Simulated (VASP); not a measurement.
# Ba8Ti8O23 (a cell with a defect): single point with PBE

System: Ba8Ti8O23 (a cell with a defect).

```
CELL_PARAMETERS angstrom
7.96820 0.00000 0.00000
0.00000 5.67410 5.69160
0.00000 -5.67410 5.69160
ATOMIC_POSITIONS crystal
Ba 0.00637 0.99865 0.00504
Ba 0.00400 0.99827 0.50036
Ba 0.00723 0.50796 0.00652
Ba 0.00327 0.50771 0.50342
Ba 0.48910 0.99753 0.00472
Ba 0.49025 0.99699 0.49919
Ba 0.49194 0.50592 0.00345
Ba 0.49101 0.50847 0.50108
Ti 0.24275 0.25953 0.25694
Ti 0.24005 0.25840 0.76033
Ti 0.24200 0.75970 0.25897
Ti 0.24281 0.75782 0.75752
Ti 0.74607 0.26237 0.27288
Ti 0.73836 0.24396 0.73054
Ti 0.74237 0.76347 0.26046
Ti 0.74606 0.76959 0.76820
O 0.99535 0.24590 0.23715
O 0.25185 0.24462 0.48639
O 0.25200 0.49159 0.25024
O 0.00490 0.23570 0.74503
O 0.25116 0.24548 0.99200
O 0.25082 0.49086 0.74375
O 0.00543 0.74728 0.24731
O 0.25154 0.74719 0.49336
O 0.25157 0.99305 0.24707
O 0.99849 0.74225 0.74588
O 0.25179 0.74887 0.99200
O 0.25206 0.98682 0.74427
O 0.51323 0.24544 0.23537
O 0.75012 0.26238 0.50099
O 0.75262 0.48828 0.23984
O 0.50430 0.23619 0.74629
O 0.75417 0.44336 0.82267
O 0.50548 0.74733 0.24713
O 0.75255 0.74475 0.49410
O 0.75243 0.99950 0.24319
O 0.51101 0.74109 0.74580
O 0.75274 0.75045 0.99563
O 0.75229 0.00084 0.76653
```

| Quantity | Value |
| --- | --- |
| Program | VASP 6.6.1 |
| Task | single point |
| Functional | PBE |
| Potentials or basis | VASP PAW PBE potentials, release 64 (Ba_sv, Ti_sv, O) |
| Cutoff | 520 eV |
| k mesh | 2 × 2 × 2 |
| Occupations | gaussian, width 0.02 eV |
| Spin | no spin polarisation |

The largest force is 0.785 eV/Å.

Forces in eV/Å, atoms in the order of the input:
```
Ba  -0.036  0.000 -0.039
Ba  -0.054 -0.016  0.000
Ba  -0.014 -0.019 -0.048
Ba  -0.075 -0.073 -0.025
Ba   0.059  0.007 -0.043
Ba   0.065 -0.016  0.001
Ba   0.018 -0.018 -0.023
Ba   0.087 -0.073 -0.024
Ti  -0.005 -0.009 -0.061
Ti   0.005 -0.017 -0.085
Ti   0.018 -0.030 -0.076
Ti   0.015 -0.019 -0.070
Ti   0.021 -0.044 -0.071
Ti   0.091  0.058  0.128
Ti   0.041  0.016 -0.109
Ti   0.017 -0.123 -0.097
O   -0.011 -0.015  0.015
O   -0.005 -0.057  0.062
O    0.001  0.003  0.039
O   -0.082 -0.055  0.093
O    0.002 -0.031  0.052
O    0.004 -0.009  0.037
O   -0.027 -0.027  0.011
O   -0.006 -0.042  0.040
O   -0.001  0.000  0.040
O    0.011  0.005  0.052
O    0.001 -0.063  0.024
O   -0.010  0.025  0.068
O   -0.017 -0.006  0.006
O   -0.021 -0.035 -0.074
O    0.006  0.006 -0.007
O   -0.018 -0.069  0.073
O   -0.027  0.762 -0.189
O   -0.031 -0.025  0.009
O    0.002 -0.046  0.075
O    0.006  0.043  0.079
O   -0.034  0.014  0.061
O    0.004 -0.026  0.069
O    0.000  0.026  0.009
```

Levels at points of the mesh, in eV from the Fermi level:
```
           k point  band 152  band 153  band 154  band 155  band 156  band 157  band 158  band 159  band 160  band 161
(0.00, 0.00, 0.00)     -0.53     -0.26     -0.23     -0.16     -0.14      2.11      2.27      2.35      2.36      2.43
(0.50, 0.00, 0.00)     -0.57     -0.53     -0.52     -0.48     -0.26      2.33      2.38      2.60      2.73      2.80
(0.00, 0.50, 0.00)     -0.64     -0.58     -0.55     -0.41     -0.16      2.21      2.28      2.59      2.67      2.88
(0.00, 0.00, 0.50)     -0.64     -0.62     -0.57     -0.20     -0.15      2.22      2.42      2.48      2.71      2.92
(0.50, 0.50, 0.00)     -0.67     -0.60     -0.60     -0.56     -0.46      2.49      2.58      2.75      2.78      2.87
(0.50, 0.00, 0.50)     -0.65     -0.63     -0.58     -0.57     -0.44      2.48      2.65      2.79      2.81      2.93
(0.00, 0.50, 0.50)     -0.68     -0.67     -0.63     -0.58     -0.42      2.42      2.65      2.81      2.87      2.91
(0.50, 0.50, 0.50)     -0.71     -0.70     -0.65     -0.63     -0.51      2.48      2.74      2.86      2.90      3.07
```

Run time: 7 min on 4 MPI ranks on Intel(R) Xeon(R) Platinum 8375C CPU @ 2.90GHz (Ice Lake), on a shared host, peak memory 0.48 GiB a rank.

Caveat: the cell carries a net charge on a neutralising background, which shifts energy and pressure; the cell is charged against a uniform background, so pressure and absolute levels hang on convention; spin-orbit coupling is left out, which moves the levels of the heavy elements.
